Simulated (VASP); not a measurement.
# ZrS2 (P-3m1) in VASP: a series of runs, part 2 of 2

VASP 6.6.1. Earlier steps stand in the parts before.

## 3. Vibrations by perturbation theory, PBEsol

This run uses another cell than the first one, of 19.75 Å³/atom.

File INCAR:

```
SYSTEM = ZrS2
  ALGO = Normal
  EDIFF = 1E-8
  ENCUT = 500
  GGA = PS
  GGA_COMPAT = .FALSE.
  IBRION = 8
  ISIF = 2
  ISMEAR = 0
  LASPH = .TRUE.
  LCHARG = .TRUE.
  LREAL = .FALSE.
  LWAVE = .FALSE.
  NELM = 120
  NSW = 1
  PREC = Accurate
  SIGMA = 0.01
```

File KPOINTS:

```
k-points
0
G
  12 12 8
  0 0 0
```

File POSCAR:

```
ZrS2
1.0
    3.5466688357      0.0000000000      0.0000000000
   -1.7733344179      3.0715053105      0.0000000000
    0.0000000000      0.0000000000      5.4396834766
Zr S
1 2
Direct
    0.0000000000      0.0000000000      0.0000000000
    0.3333333333      0.6666666667      0.2708998914
    0.6666666667      0.3333333333      0.7291001086
```

Potentials or basis: VASP PAW PBE potentials, release 64 (Zr_sv, S).

The run is started by

```bash
$ cat potpaw_PBE.64/Zr_sv/POTCAR potpaw_PBE.64/S/POTCAR > POTCAR
$ mpirun -np 1 vasp_std > vasp.out
```

OUTCAR:

```text
SYSTEM = ZrS2
   EDIFF = 1E-8
   ENCUT = 500
   GGA = PS
   IBRION = 8
   ISIF = 2
   ISMEAR = 0
   LASPH = .TRUE.
   LREAL = .FALSE.
   NELM = 120
   NSW = 1
   PREC = Accurate

 ion  position               nearest neighbor table
   1  0.000  0.000  0.000-   2 2.52   3 2.52   3 2.52   2 2.52   3 2.52   2 2.52
   2  0.333  0.667  0.271-   1 2.52   1 2.52   1 2.52
   3  0.667  0.333  0.729-   1 2.52   1 2.52   1 2.52

  LATTYP: Found a hexagonal cell.
 ALAT       =     3.5466688357
 C/A-ratio  =     1.5337444032

  Lattice vectors:

 A1 = (   3.5466688357,   0.0000000000,   0.0000000000)
 A2 = (  -1.7733344179,   3.0715053105,   0.0000000000)
 A3 = (   0.0000000000,   0.0000000000,   5.4396834766)

Analysis of symmetry for initial positions (statically):
=====================================================================
 Subroutine PRICEL returns:
 Original cell was already a primitive cell.

 Routine SETGRP: Setting up the symmetry group for a
 hexagonal supercell.

 Subroutine GETGRP returns: Found 12 space group operations
 (whereof 12 operations were pure point group operations)
 out of a pool of 24 trial point group operations.

The static configuration has the point symmetry D_3d.

Analysis of symmetry for dynamics (positions and initial velocities):
=====================================================================
 Subroutine PRICEL returns:
 Original cell was already a primitive cell.

 Routine SETGRP: Setting up the symmetry group for a
 hexagonal supercell.

 Subroutine GETGRP returns: Found 12 space group operations
 (whereof 12 operations were pure point group operations)
 out of a pool of 24 trial point group operations.

The dynamic configuration has the point symmetry D_3d.

 Subroutine INISYM returns: Found 12 space group operations
 (whereof 12 operations are pure point group operations),
 and found     1 'primitive' translations

----------------------------------------------------------------------------------------

                                     Primitive cell

  volume of cell :      59.2578

  direct lattice vectors                    reciprocal lattice vectors
     3.546668836  0.000000000  0.000000000     0.281954715  0.162786630  0.000000000
    -1.773334418  3.071505311  0.000000000     0.000000000  0.325573261  0.000000000
     0.000000000  0.000000000  5.439683477     0.000000000  0.000000000  0.183834226

  length of vectors
     3.546668836  3.546668836  5.439683477     0.325573261  0.325573261  0.183834226

  position of ions in fractional coordinates (direct lattice)
[... 595 lines left out ...]
 [... further k-points ...]

------------------------ aborting loop because EDIFF is reached ----------------------------------------

  FORCE on cell =-STRESS in cart. coord.  units (eV):
  Direction    XX          YY          ZZ          XY          YZ          ZX
  --------------------------------------------------------------------------------------
  -------------------------------------------------------------------------------------
  Total        1.8726681      1.8726681      1.8915220     -0.0000000      0.0000000      0.0000000
  in kB       50.6320896     50.6320896     51.1418498     -0.0000000      0.0000000      0.0000000
  external PRESSURE =      50.8020097 kB  Pullay stress =       0.0000000 kB

 VOLUME and BASIS-vectors are now :
 -----------------------------------------------------------------------------
  energy-cutoff  :      500.00
  volume of cell :       59.26
      direct lattice vectors                 reciprocal lattice vectors
     3.546668836  0.000000000  0.000000000     0.281954715  0.162786630  0.000000000
    -1.773334418  3.071505311  0.000000000     0.000000000  0.325573261  0.000000000
     0.000000000  0.000000000  5.439683477     0.000000000  0.000000000  0.183834226

 POSITION                                       TOTAL-FORCE (eV/Angst)
 -----------------------------------------------------------------------------------
      0.00000      0.00000      0.00000        -0.000000      0.000000      0.000000
     -0.00000      2.04767      1.47361        -0.000000      0.000000      0.014230
      1.77333      1.02384      3.96607         0.000000     -0.000000     -0.014230
 -----------------------------------------------------------------------------------
    total drift:                               -0.000000     -0.000000      0.000000

  FREE ENERGIE OF THE ION-ELECTRON SYSTEM (eV)
  ---------------------------------------------------
  free  energy   TOTEN  =       -22.4626909576 eV

  energy  without entropy=      -22.4626909576  energy(sigma->0) =      -22.46269096

[... ionic steps 2 to 3 ...]

--------------------------------------- Ionic step        4  -------------------------------------------

------------------------ aborting loop because EDIFF is reached ----------------------------------------
[... 11 lines left out ...]
[... ionic steps 8 to 8 ...]

--------------------------------------- Ionic step        9  -------------------------------------------

 Free energy of the ion-electron system (eV)
  ---------------------------------------------------
  ---------------------------------------------------
  free energy    TOTEN  =        -0.12337890 eV

  energy without entropy =       -0.12337890

------------------------ aborting loop because EDIFF is reached ----------------------------------------

 INTERNAL STRAIN TENSOR  FOR ION    2  DIRECTION 3   (eV/Angst):
 -----------------------------------------------------------------------------
   -10.71876  0.00000  0.00000
     0.00000-10.71876 -0.00000
     0.00000  0.00000-14.77734

 INTERNAL STRAIN TENSOR FOR ION    3 for displacements in x,y,z  (eV/Angst):
          X           Y           Z          XY          YZ          ZX
  --------------------------------------------------------------------------------
  x     0.00000    -0.00000     0.00000    -4.35287    -0.00000    10.12892
  y    -4.35287     4.35287     0.00000    -0.00000    11.23863    -0.00000
  z    10.71876    10.71876    14.77734    -0.00000     0.00000     0.00000

 SECOND DERIVATIVES (NOT SYMMETRIZED)
 ------------------------------------
               1X          1Y          1Z          2X          2Y          2Z          3X          3Y          3Z
  1X    -4.417842    0.000000    0.000000    2.208921   -0.000000    0.000000    2.208921   -0.000000    0.000000
  1Y     0.000000   -4.417842    0.000000   -0.000000    2.208921    0.000000   -0.000000    2.208921    0.000000
  1Z     0.000000   -0.000000  -16.088022    0.000000   -0.000000    8.044011    0.000000   -0.000000    8.044011
  2X     2.137187   -0.000000    0.000000   -5.060662    0.000000   -0.000000    2.923476   -0.000000   -0.000000
  2Y    -0.000000    2.137187    0.000000    0.000000   -5.060662    0.000000   -0.000000    2.923476   -0.000000
  2Z     0.000000    0.000000    8.048156    0.000000    0.000000  -10.891743    0.000000    0.000000    2.843587
  3X     2.137187   -0.000000    0.000000    2.923476   -0.000000   -0.000000   -5.060662    0.000000   -0.000000
  3Y    -0.000000    2.137187    0.000000   -0.000000    2.923476   -0.000000    0.000000   -5.060662    0.000000
  3Z     0.000000    0.000000    8.048156    0.000000    0.000000    2.843587    0.000000    0.000000  -10.891743

 Eigenvectors and eigenvalues of the dynamical matrix
 ----------------------------------------------------

   1 f  =   10.231702 THz    64.287679 2PiTHz  341.292840 cm-1    42.314900 meV
             X         Y         Z           dx          dy          dz
      0.000000  0.000000  0.000000    -0.000000    0.000000    0.000000
     -0.000000  2.047670  1.473610    -0.000000   -0.000000   -0.707107
      1.773334  1.023835  3.966074     0.000000    0.000000    0.707107
[... 43 lines left out ...]
   9 f/i=    0.043219 THz     0.271554 2PiTHz    1.441634 cm-1     0.178740 meV
             X         Y         Z           dx          dy          dz
      0.000000  0.000000  0.000000     0.647677   -0.399590   -0.000000
     -0.000000  2.047670  1.473610     0.390395   -0.240858   -0.000000
      1.773334  1.023835  3.966074     0.390395   -0.240858   -0.000000

--------------------------------------------------------------------------------------------------------

 ELASTIC MODULI CONTR FROM IONIC RELAXATION (kBar)
 Direction    XX          YY          ZZ          XY          YZ          ZX
 --------------------------------------------------------------------------------
 XX        -580.6466   -323.9923   -623.5866      0.0000    331.3266     -0.0000
 YY        -323.9923   -580.6466   -623.5866      0.0000   -331.3266      0.0000
 ZZ        -623.5866   -623.5866   -859.7026      0.0000      0.0000      0.0000
 XY           0.0000      0.0000      0.0000   -128.3271      0.0000    298.6112
 YZ         331.3266   -331.3266      0.0000      0.0000   -855.4488      0.0000
 ZX          -0.0000      0.0000      0.0000    298.6112      0.0000   -694.8541
 --------------------------------------------------------------------------------
```

Wall time 58 min (1 thread of Oxide Virtual Turin-like, shared host); peak memory 1.1 GiB.

What came out:

| Quantity | Value |
| --- | --- |
| Highest phonon frequency at Γ, LO-TO splitting left out | 341 cm⁻¹ |

Phonon frequencies in cm⁻¹ (negative: imaginary):
```
              q point                      frequencies
(0.000, 0.000, 0.000)  -1 -1 0 177 177 260 260 341 341
```

Caveat: the cell stands under pressure or tension, which shifts response properties; the PAW data sets were made with another functional, which shifts forces and pressure a little.
